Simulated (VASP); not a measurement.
# Te (R-3m) in VASP: further runs

Runs on Te. Level: PBEsol. Tasks: single point.

Everything below comes from runs of VASP 6.6.1. Logs are shortened: lines on timing, memory, paths and dates and some standing lists are left out, and cuts for length are marked.

**1. The cell of the first run**

The structure is trigonal, space group R-3m (No. 166). The conventional cell has a = 4.582 Å, b = 4.582 Å, c = 5.008 Å, α = 90.00°, β = 90.00°, γ = 120.00°. Within 4.3 Å of Te (site symmetry -3m) lie 12 Te at 3.13 to 4.26 Å.

**2. Single point, PBEsol (30.35 Å³/atom)**

Input file INCAR:

```
SYSTEM = Te
PREC     = Accurate       ! precision mode
ENCUT    = 520            ! plane-wave cutoff, eV
EDIFF    = 1E-6           ! SCF threshold, eV
ISMEAR   = 0              ! smearing method
SIGMA    = 0.15           ! smearing width, eV
LREAL    = .False.        ! projectors in reciprocal space
LASPH    = .True.         ! aspherical terms in the spheres
NELM     = 60             ! most SCF steps
ALGO     = Normal         ! electronic algorithm
ISIF     = 2              ! what is computed and relaxed
LWAVE    = .False.        ! write WAVECAR
LCHARG   = .False.        ! write CHGCAR
GGA      = PS             ! functional
NBANDS   = 9              ! bands
```

Input file KPOINTS:

```
regular mesh
0
Gamma
  15 15 15
  0 0 0
```

Input file POSCAR:

```
Te
1.0
    2.2908358761      1.3226147098      1.6692557417
   -2.2908358761      1.3226147098      1.6692557417
    0.0000000000     -2.6452294195      1.6692557418
Te
1
Direct
    0.5000000000      0.5000000000      0.5000000000
```

Potentials or basis: VASP PAW PBE potentials, release 64 (Te).

On the command line:

```bash
$ cat potpaw_PBE.64/Te/POTCAR > POTCAR
$ mpirun -np 1 vasp_std > vasp.out
```

OUTCAR:

```text
SYSTEM = Te
   PREC = Accurate
   ENCUT = 520
   EDIFF = 1E-6
   ISMEAR = 0
   LREAL = .False.
   LASPH = .True.
   NELM = 60
   ISIF = 2
   GGA = PS

 ion  position               nearest neighbor table
   1  0.500  0.500  0.500-

  LATTYP: Found a trigonal (rhomboedric) cell.
 ALAT       =     3.1278832160
 COS(alpha) =    -0.0727953638

  Lattice vectors:

 A1 = (   2.2908358761,   1.3226147098,   1.6692557417)
 A2 = (  -2.2908358761,   1.3226147098,   1.6692557417)
 A3 = (   0.0000000000,  -2.6452294195,   1.6692557418)

Analysis of symmetry for initial positions (statically):
=====================================================================
 Subroutine PRICEL returns:
 Original cell was already a primitive cell.

 Routine SETGRP: Setting up the symmetry group for a
 trigonal (rhombohedral) supercell.

 Subroutine GETGRP returns: Found 12 space group operations
 (whereof 12 operations were pure point group operations)
 out of a pool of 12 trial point group operations.

The static configuration has the point symmetry D_3d.

Analysis of symmetry for dynamics (positions and initial velocities):
=====================================================================
 Subroutine PRICEL returns:
 Original cell was already a primitive cell.

 Routine SETGRP: Setting up the symmetry group for a
 trigonal (rhombohedral) supercell.

 Subroutine GETGRP returns: Found 12 space group operations
 (whereof 12 operations were pure point group operations)
 out of a pool of 12 trial point group operations.

The dynamic configuration has the point symmetry D_3d.

 Subroutine INISYM returns: Found 12 space group operations
 (whereof 12 operations are pure point group operations),
 and found     1 'primitive' translations

----------------------------------------------------------------------------------------

                                     Primitive cell

  volume of cell :      30.3460

  direct lattice vectors                    reciprocal lattice vectors
     2.290835876  1.322614710  1.669255742     0.218260944  0.126013015  0.199689793
    -2.290835876  1.322614710  1.669255742    -0.218260944  0.126013015  0.199689793
     0.000000000 -2.645229420  1.669255742     0.000000000 -0.252026029  0.199689793

  length of vectors
     3.127883216  3.127883216  3.127883216     0.321548026  0.321548026  0.321548026

  position of ions in fractional coordinates (direct lattice)
     0.500000000  0.500000000  0.500000000

  ion indices of the primitive-cell ions
   primitive index   ion index
                 1           1

----------------------------------------------------------------------------------------

 KPOINTS: regular mesh

Automatic generation of k-mesh.
 Grid dimensions read from file:
 generate k-points for:   15   15   15

 Generating k-lattice:

  Cartesian coordinates                     Fractional coordinates (reciprocal lattice)
     0.014550730  0.008400868  0.013312653     0.066666667  0.000000000 -0.000000000
    -0.014550730  0.008400868  0.013312653     0.000000000  0.066666667 -0.000000000
     0.000000000 -0.016801735  0.013312653    -0.000000000 -0.000000000  0.066666667

  Length of vectors
     0.021436535  0.021436535  0.021436535

  Shift w.r.t. Gamma in fractional coordinates (k-lattice)
     0.000000000  0.000000000  0.000000000

 Subroutine IBZKPT returns following result:
 ===========================================

 Found    344 irreducible k-points:

 Following reciprocal coordinates:
            Coordinates               Weight
  0.000000  0.000000  0.000000      1.000000
  0.066667  0.000000  0.000000      6.000000
  0.133333  0.000000 -0.000000      6.000000
  0.200000  0.000000 -0.000000      6.000000
  0.266667  0.000000 -0.000000      6.000000
  0.333333  0.000000 -0.000000      6.000000
[... 16 lines left out ...]
  0.133333  0.133333 -0.000000      6.000000
  0.200000  0.133333 -0.000000     12.000000
 [... further k-points ...]
   k-points           NKPTS =    344   k-points in BZ     NKDIM =    344   number of bands    NBANDS=      9
   number of dos      NEDOS =    301   number of ions     NIONS =      1
   total plane-waves  NPLWV =  13824
   dimension x,y,z NGX =    24 NGY =   24 NGZ =   24
   dimension x,y,z NGXF=    48 NGYF=   48 NGZF=   48
   ions per type =               1
   NGX,Y,Z   is equivalent  to a cutoff of  12.76, 12.76, 12.76 a.u.
   NGXF,Y,Z  is equivalent  to a cutoff of  25.51, 25.51, 25.51 a.u.
 SYSTEM =  Te
   PREC   = accura    normal or accurate (medium, high low for compatibility)
   ISTART =      0    job   : 0-new  1-cont  2-samecut
   ICHARG =      2    charge: 1-file 2-atom 10-const
   ISPIN  =      1    spin polarized calculation?
   LNONCOLLINEAR =      F non collinear calculations
   LSORBIT =      F    spin-orbit coupling
   LASPH  =      T    aspherical Exc in radial PAW
   ENCUT  =  520.0 eV  38.22 Ry    6.18 a.u.   5.82  5.82  5.82*2*pi/ulx,y,z
   NELM   =     60;   NELMIN=  2; NELMDL= -5     # of ELM steps
   EDIFF  = 0.1E-05   stopping-criterion for ELM
   LREAL  =      F    real-space projection
   EDIFFG = 0.1E-04   stopping-criterion for IOM
   NSW    =      0    number of steps for IOM
   IBRION =     -1    ionic relax: 0-MD 1-quasi-New 2-CG
   NFREE  =      0    steps in history (QN), initial steepest desc. (CG)
   ISIF   =      2    stress and relaxation
   ISYM   =      2    0-nonsym 1-usesym 2-fastsym
   POTIM  = 0.5000    time-step for ionic-motion
   TEBEG  =    0.0;   TEEND  =   0.0 temperature during run
   PSTRESS=    0.0 pullay stress
   NELECT =       6.0000    total number of electrons
   NUPDOWN=      -1.0000    fix difference up-down
   EMIN   =  10.00;   EMAX   =-10.00  energy-range for DOS
   EFERMI =   0.00;   METHOD = LEGACY
   ISMEAR =     0;   SIGMA  =   0.15  broadening in eV -4-tet -1-fermi 0-gaus
   EFERMI_NEDOS =   21; number of points for ismear=-14 and -15
   IALGO  =     38    algorithm
   IMIX   =      4    mixing-type and parameters
     AMIX     =   0.40;   BMIX     =  1.00
     AMIX_MAG =   1.60;   BMIX_MAG =  1.00
  volume/ion in A,a.u.               =      30.35       204.78
  Fermi-wavevector in a.u.,A,eV,Ry     =   0.953729  1.802286 12.375833  0.909598
  Thomas-Fermi vector in A             =   2.082410
   LORBIT       =      0    0 simple, 1 ext, 2 COOP (PROOUT), +10 PAW based schemes
   GGA     = PS    functional components
   LHFCALC =     F    Hartree Fock is set to
   AEXX    =    0.0000 exact exchange contribution
   IVDW    =     0    specifies the selected vdW correction
   LEPSILON=     F    determine dielectric tensor
   LRPA    =     F    only Hartree local field effects (RPA)
 non-spin polarized calculation
 Gauss-broadening in eV      SIGMA  =   0.15
  energy-cutoff  :      520.00
  volume of cell :       30.35
 maximum number of plane-waves:       835
   NGX = 11   NGY = 11   NGZ = 11

 number of electron       5.9999999 magnetization

 Free energy of the ion-electron system (eV)
  ---------------------------------------------------
  ext. energy  EPLUGINS =         0.00000000
  ---------------------------------------------------
  free energy    TOTEN  =        -3.50977604 eV

  energy without entropy =       -3.50455309  energy(sigma->0) =       -3.50716456

 E-fermi :   7.2439     XC(G=0):  -9.7616

 val. band max:        7.2436448735   @ k =  -0.2667   0.4000   0.2000
 cond. band min:       7.2439815513   @ k =  -0.2000   0.3333   0.2000
 fundamental gap:      0.0003366778
 Fermi energy:         7.2439315053

 k-point     1 :       0.0000    0.0000    0.0000
  band No.  band energies     occupation
      1      -6.8954      2.00000
      2       8.2864      0.00000
      3       8.7937      0.00000
      4       8.7937      0.00000
      5      13.3499      0.00000
      6      13.3499      0.00000
      7      13.9740      0.00000
      8      24.1461      0.00000
      9      24.1638      0.00000

 k-point     2 :       0.0667    0.0000    0.0000
  band No.  band energies     occupation
      1      -6.8375      2.00000
      2       7.8513      0.00000
      3       8.5777      0.00000
      4       8.8415      0.00000
      5      13.4042      0.00000
      6      13.7105      0.00000
      7      14.4797      0.00000
      8      22.9660      0.00000
      9      23.0400      0.00000

 k-point     3 :       0.1333    0.0000   -0.0000
  band No.  band energies     occupation
      1      -6.6664      2.00000
      2       6.4965      2.00000
      3       8.6585      0.00000
      4       8.9813      0.00000
      5      13.5643      0.00000
      6      13.9864      0.00000
      7      16.1054      0.00000
      8      21.6296      0.00000
      9      21.7094      0.00000

 k-point     4 :       0.2000    0.0000   -0.0000
  band No.  band energies     occupation
      1      -6.3902      2.00000
      2       4.9867      2.00000
      3       8.8656      0.00000
      4       9.2005      0.00000
      5      13.8210      0.00000
      6      14.3146      0.00000
      7      18.0008      0.00000
      8      20.4995      0.00000
      9      20.5062      0.00000
[... 205 lines left out ...]
 k-point    22 :      -0.0667    0.0667    0.0000
  band No.  band energies     occupation
      1      -6.7866      2.00000
      2       7.8296      0.00000
      3       8.2233      0.00000
      4       8.7753      0.00000
      5      13.5772      0.00000
      6      14.1203      0.00000
      7      14.5901      0.00000
      8      21.5538      0.00000
      9      22.9188      0.00000

 k-point    23 :       0.1333    0.1333   -0.0000
  band No.  band energies     occupation
      1      -6.4110      2.00000
      2       6.4681      2.00000
      3       6.6034      2.00000
      4       9.0092      0.00000
      5      14.0506      0.00000
      6      16.4017      0.00000
      7      16.6490      0.00000
      8      21.5070      0.00000
      9      21.8876      0.00000

 k-point    24 :       0.2000    0.1333   -0.0000
  band No.  band energies     occupation
      1      -6.1236      2.00000
      2       5.0292      2.00000
      3       6.7104      2.00000
      4       9.2221      0.00000
      5      14.3584      0.00000
      6      16.7895      0.00000
      7      18.3387      0.00000
      8      20.2679      0.00000
      9      20.9311      0.00000

 [... further k-points ...]

------------------------ aborting loop because EDIFF is reached ----------------------------------------

  FORCE on cell =-STRESS in cart. coord.  units (eV):
  Direction    XX          YY          ZZ          XY          YZ          ZX
  --------------------------------------------------------------------------------------
  -------------------------------------------------------------------------------------
  Total        0.2385186      0.2385186      0.2276584      0.0000000     -0.0000000      0.0000000
  in kB       12.5930622     12.5930622     12.0196748      0.0000000     -0.0000000      0.0000000
  external PRESSURE =      12.4019331 kB  Pullay stress =       0.0000000 kB

 VOLUME and BASIS-vectors are now :
 -----------------------------------------------------------------------------
  energy-cutoff  :      520.00
  volume of cell :       30.35
      direct lattice vectors                 reciprocal lattice vectors
     2.290835876  1.322614710  1.669255742     0.218260944  0.126013015  0.199689793
    -2.290835876  1.322614710  1.669255742    -0.218260944  0.126013015  0.199689793
     0.000000000 -2.645229420  1.669255742     0.000000000 -0.252026029  0.199689793

 POSITION                                       TOTAL-FORCE (eV/Angst)
 -----------------------------------------------------------------------------------
      0.00000      0.00000      2.50388         0.000000     -0.000000      0.000000
 -----------------------------------------------------------------------------------
    total drift:                                0.000000      0.000000     -0.000000

  FREE ENERGIE OF THE ION-ELECTRON SYSTEM (eV)
  ---------------------------------------------------
  free  energy   TOTEN  =        -3.5097760391 eV

  energy  without entropy=       -3.5045530885  energy(sigma->0) =       -3.50716456
```

Wall time 28 s (1 thread of AMD EPYC 9R45 (Zen 5), shared host); peak memory 0.18 GiB.

What came out:

```yaml
Free_energy: -3.5098 eV
Pressure: 1.2 GPa
Band_gap_on_the_k_mesh: zero (bands 3 and 4 overlap by 5.05 eV)
```

Caveat: the PAW data sets were made with another functional, which shifts forces and pressure a little; spin-orbit coupling is left out, which moves the levels of the heavy elements.

**3. Single point, PBEsol (30.35 Å³/atom)**

Input file INCAR:

```
PREC = Accurate
ENCUT = 520
EDIFF = 1E-6
ISMEAR = 0
SIGMA = 0.15
LREAL = False
LASPH = True
NELM = 100
ALGO = Normal
ISIF = 2
LWAVE = False
LCHARG = False
GGA = PS
NBANDS = 9
```

Input file KPOINTS:

```
Automatic mesh
0
Gamma
  15 15 15
```

Input file POSCAR:

```
Te
1.0
    2.2705218409      1.3108863961      1.6992585457
   -2.2705218409      1.3108863961      1.6992585457
    0.0000000000     -2.6217727920      1.6992585458
Te
1
Direct
    0.5000000000      0.5000000000      0.5000000000
```

Potentials or basis: VASP PAW PBE potentials, release 64 (Te).

On the command line:

```bash
$ cat potpaw_PBE.64/Te/POTCAR > POTCAR
$ mpirun -np 1 vasp_std > vasp.out
```

Run time: 27 s. Hardware: 1 thread of AMD EPYC 9R45 (Zen 5), shared host; peak memory 0.18 GiB.

The run converged. Its results:

| Item | Value |
| --- | --- |
| Free energy | -3.5096 eV |
| Pressure | 1.5 GPa |
| Band gap on the k mesh | zero (bands 3 and 4 overlap by 5.28 eV) |

Levels at points of the mesh, in eV from the Fermi level:
```tsv
k point	band 1	band 2	band 3	band 4	band 5	band 6
(0.00, 0.00, 0.00)	-14.17	1.08	1.47	1.47	6.05	6.05
```

Caveat: the PAW data sets were made with another functional, which shifts forces and pressure a little; spin-orbit coupling is left out, which moves the levels of the heavy elements.

**4. Single point, PBEsol (31.18 Å³/atom)**

This run uses another cell than the first one, of 31.18 Å³/atom.

Input file INCAR:

```
SYSTEM = Te
PREC = Accurate
ENCUT = 520
EDIFF = 1E-6
ISMEAR = 0
SIGMA = 0.15
LREAL = .FALSE.
LASPH = .TRUE.
NELM = 100
ALGO = Normal
ISIF = 2
LWAVE = .FALSE.
LCHARG = .TRUE.
GGA = PS
LELF = .TRUE.
LVHAR = .TRUE.
NBANDS = 9
```

Input file KPOINTS:

```
regular mesh
0
G
  15 15 15
  0 0 0
```

Input file POSCAR:

```
Te
1.0
    2.3115601413      1.3345798699      1.6843568229
   -2.3115601413      1.3345798699      1.6843568229
    0.0000000000     -2.6691597396      1.6843568230
Te
1
Direct
    0.5000000000      0.5000000000      0.5000000000
```

On the command line:

```bash
$ cat potpaw_PBE.64/Te/POTCAR > POTCAR
$ mpirun -np 1 vasp_std > vasp.out
```

It took 28 s on 1 thread of AMD EPYC 9R45 (Zen 5), shared host; peak memory 0.18 GiB.

Results (log left out):

```
Free energy            : -3.5118 eV
Pressure               : -0.4 GPa
Band gap on the k mesh : zero (bands 3 and 4 overlap by 4.88 eV)
```

Stress tensor (GPa, compression positive):
```
-0.52  0.00  0.00
 0.00 -0.52  0.00
 0.00  0.00 -0.20
```

Levels at points of the mesh, in eV from the Fermi level:
```
           k point  band 1  band 2  band 3  band 4  band 5  band 6  band 7
(0.00, 0.00, 0.00)  -13.92    1.02    1.51    1.51    6.14    6.14    6.61
```

Caveat: the PAW data sets were made with another functional, which shifts forces and pressure a little; spin-orbit coupling is left out, which moves the levels of the heavy elements.

**5. The runs side by side**

```csv
cell,gap on the mesh (eV),pressure (GPa)
"a = 3.128 Å, angles 94.2°, 1 atom",none,1.2
"a = 3.124 Å, angles 93.2°, 1 atom",none,1.5
"a = 3.156 Å, angles 94.2°, 1 atom",none,-0.4
```

Alike in all rows: task single point; level PBEsol; potentials or basis VASP PAW PBE potentials, release 64 (Te); no spin polarisation; k mesh 15 × 15 × 15; cutoff (eV) 520; smearing gaussian 0.15 eV.

Caveats: the PAW data sets were made with another functional, which shifts forces and pressure a little; spin-orbit coupling is left out, which moves the levels of the heavy elements.

Total energies depend on the potentials used, so only differences within one code and one set of settings carry meaning.
